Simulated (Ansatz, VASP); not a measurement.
# GeH4: VASP beside Ansatz

Contents of INCAR:

```
SYSTEM = GeH4
ALGO = Normal ; EDIFF = 1E-6
ENCUT = 410 ; GGA = RE
GGA_COMPAT = .False. ; ISIF = 2
ISMEAR = 0 ; IVDW = 12
LASPH = .True. ; LCHARG = .False.
LREAL = .False. ; LWAVE = .False.
NBANDS = 17 ; NELM = 120
NELMDL = -8 ; PREC = Accurate
SIGMA = 0.005
```

File KPOINTS:

```
k-points
0
Gamma
  1 1 1
  0 0 0
```

File POSCAR:

```
GeH4
1.0
   12.8008860920      0.0000000000      0.0000000000
    0.0000000000     13.3008860920      0.0000000000
    0.0000000000      0.0000000000     13.8008860920
Ge H
1 4
Direct
    0.5028834600      0.5048254300      0.5007971300
    0.4043882200      0.4687416400      0.4477781800
    0.4778818700      0.5208524400      0.6084536300
    0.5892351000      0.4254650000      0.4907398800
    0.5399697300      0.6042839600      0.4561361000
```

Input for Ansatz:

```yaml
crystal:
  lattice:
    - [12.800886092, 0.0, 0.0]
    - [0.0, 13.300886092, 0.0]
    - [0.0, 0.0, 13.800886092]
  atoms:
    - { symbol: Ge, position: [0.50288346, 0.50482543, 0.50079713] }
    - { symbol: H, position: [0.40438822, 0.46874164, 0.44777818] }
    - { symbol: H, position: [0.47788187, 0.52085244, 0.60845363] }
    - { symbol: H, position: [0.5892351, 0.425465, 0.49073988] }
    - { symbol: H, position: [0.53996973, 0.60428396, 0.4561361] }
hamiltonian:
  xc: revpbe
  dispersion: d3bj
kpoints:
  mp_grid: { grid: [1, 1, 1] }
scf:
  occupations: { method: gaussian, width: 0.005 }
  max_iter: 140
  lower_state_search: "off"
output:
  forces: true
```

Alike in both runs: task single point; functional revPBE; dispersion D3(BJ); k mesh 1 × 1 × 1; occupations gaussian, width 0.005 eV; no spin polarisation.

```csv
,VASP,Ansatz
version,VASP 6.6.1,Ansatz 0.2.0
potentials or method,"VASP PAW PBE potentials, release 64 (Ge_d, H)","scalar-relativistic, plane waves, PAW"
plane-wave cutoff (eV),410,420
valence electrons in the cell,18,18
```

VASP gave:

```
rms of the force components (eV/Å) : 0.008
```

Problem. Estimate Ansatz's values.

Solution. rms of the force components (eV/Å): 0.028.

VASP's potentials were made for PBE, not for revPBE. Atom by atom the forces differ by 0.020 eV/Å (rms over components).
